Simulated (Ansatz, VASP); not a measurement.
One calculation of Cd2P3, two programs

Contents of INCAR:

```
SYSTEM = Cd2P3
ALGO = Normal
EDIFF = 1E-7
ENCUT = 520
GGA = PE
ISIF = 2
ISMEAR = 0
LASPH = .True.
LCHARG = .False.
LREAL = .False.
LWAVE = .False.
NBANDS = 50
NELM = 60
PREC = Accurate
SIGMA = 0.1
```

File KPOINTS:

```
k-points
0
Gamma
  3 3 3
  0 0 0
```

POSCAR

```
Cd2P3
1.0
    3.1782155361      1.8349435953      5.7848295502
   -3.1782155361      1.8349435953      5.7848295502
    0.0000000000     -3.6698871907      5.7848295502
Cd P
4 6
Direct
    0.8521800000      0.8521800000      0.8521800000
    0.6478200000      0.6478200000      0.6478200000
    0.1478200000      0.1478200000      0.1478200000
    0.3521800000      0.3521800000      0.3521800000
    0.0562500000      0.4437500000      0.7500000000
    0.7500000000      0.0562500000      0.4437500000
    0.4437500000      0.7500000000      0.0562500000
    0.9437500000      0.5562500000      0.2500000000
    0.2500000000      0.9437500000      0.5562500000
    0.5562500000      0.2500000000      0.9437500000
```

Input for Ansatz:

```yaml
crystal:
  lattice:
    - [3.1782155361, 1.8349435953, 5.7848295502]
    - [-3.1782155361, 1.8349435953, 5.7848295502]
    - [0.0, -3.6698871907, 5.7848295502]
  atoms:
    - { symbol: Cd, position: [0.85218, 0.85218, 0.85218] }
    - { symbol: Cd, position: [0.64782, 0.64782, 0.64782] }
    - { symbol: Cd, position: [0.14782, 0.14782, 0.14782] }
    - { symbol: Cd, position: [0.35218, 0.35218, 0.35218] }
    - { symbol: P, position: [0.05625, 0.44375, 0.75] }
    - { symbol: P, position: [0.75, 0.05625, 0.44375] }
    - { symbol: P, position: [0.44375, 0.75, 0.05625] }
    - { symbol: P, position: [0.94375, 0.55625, 0.25] }
    - { symbol: P, position: [0.25, 0.94375, 0.55625] }
    - { symbol: P, position: [0.55625, 0.25, 0.94375] }
basis:
  ecutwfc: 420
kpoints:
  mp_grid: { grid: [3, 3, 3] }
hamiltonian:
  xc: pbe
scf:
  occupations: { method: gaussian, width: 0.1 }
  lower_state_search: "off"
output:
  forces: true
  stress: true
  eigenvalues: true
```

Alike in both runs: task single point; functional PBE; k mesh 3 × 3 × 3; occupations gaussian, width 0.1 eV; no spin polarisation.

|  | VASP | Ansatz |
| --- | --- | --- |
| version | VASP 6.6.1 | Ansatz 0.2.0 |
| potentials or method | VASP PAW PBE potentials, release 64 (Cd, P), cutoff 520 eV | scalar-relativistic, plane waves, PAW |
| valence electrons in the cell | 78 | 110 |

VASP gave:

| Item | Value |
| --- | --- |
| gap on the k mesh at the Fermi level (eV) | none |
| pressure (GPa) | 9.3 |
| traceless stress, the component that is largest in VASP (GPa) | -3.32 |
| rms of the force components (eV/Å) | 0.249 |

Task: Estimate Ansatz's values.

Result: gap on the k mesh at the Fermi level (eV): none; pressure (GPa): 8.7; traceless stress, the component that is largest in VASP (GPa): -3.26; rms of the force components (eV/Å): 0.249.

Atom by atom the forces differ by 0.002 eV/Å (rms over components). A gap of «none» marks a metal or a gap that the smearing closes. VASP's potentials hold 78 valence electrons a cell and Ansatz's 110, so a difference there can come from the potentials and not from the codes.

The k mesh is coarse, so the values compare programs but aren't converged.
